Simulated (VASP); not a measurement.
Input of a VASP 6.6.1 run:

File INCAR:

```
SYSTEM = Al12Cl
PREC = Accurate
ENCUT = 520
EDIFF = 1E-6
ISMEAR = 0
SIGMA = 0.1
LREAL = .FALSE.
LASPH = .TRUE.
NELM = 100
ALGO = Normal
ISIF = 2
LWAVE = .FALSE.
LCHARG = .FALSE.
LDIPOL = .TRUE.
IDIPOL = 3
DIPOL = 0.5 0.5 0.331
GGA = PE
IBRION = 2
NSW = 36
EDIFFG = -0.025
```

KPOINTS

```
regular mesh
0
G
  6 6 1
  0 0 0
```

POSCAR

```
Al12Cl
1.0
    5.7135165838      0.0000000000      0.0000000000
   -2.8567582919      4.9480505065      0.0000000000
    0.0000000000      0.0000000000     20.1013781901
Al Cl
12 1
Selective dynamics
Direct
    0.3333333333      0.1666666667      0.1989913310  F F F
    0.3333333333      0.6666666667      0.1989913310  F F F
    0.8333333333      0.1666666667      0.1989913310  F F F
    0.8333333333      0.6666666667      0.1989913310  F F F
    0.1666666667      0.3333333333      0.3134471574  F F F
    0.1666666667      0.8333333333      0.3134471574  F F F
    0.6666666667      0.3333333333      0.3134471574  F F F
    0.6666666667      0.8333333333      0.3134471574  F F F
    0.0000000000      0.0000000000      0.4278999235  F F F
    0.0000000000      0.5000000000      0.4278999235  F F F
    0.5000000000      0.0000000000      0.4278999235  F F F
    0.5000000000      0.5000000000      0.4278999235  F F F
    0.0000000000      0.0000000000      0.5393350688  F F T
```

Potentials or basis: VASP PAW PBE potentials, release 64 (Al, Cl).

The run is started by

```bash
$ cat potpaw_PBE.64/Al/POTCAR potpaw_PBE.64/Cl/POTCAR > POTCAR
$ mpirun -np 1 vasp_std > vasp.out
```

(1) Predict the band gap on the k mesh.

Answers

(1) zero (an odd number of electrons rules out a gap without spin polarisation).

Caveat: the relaxation stopped at its first step, so nothing moved.
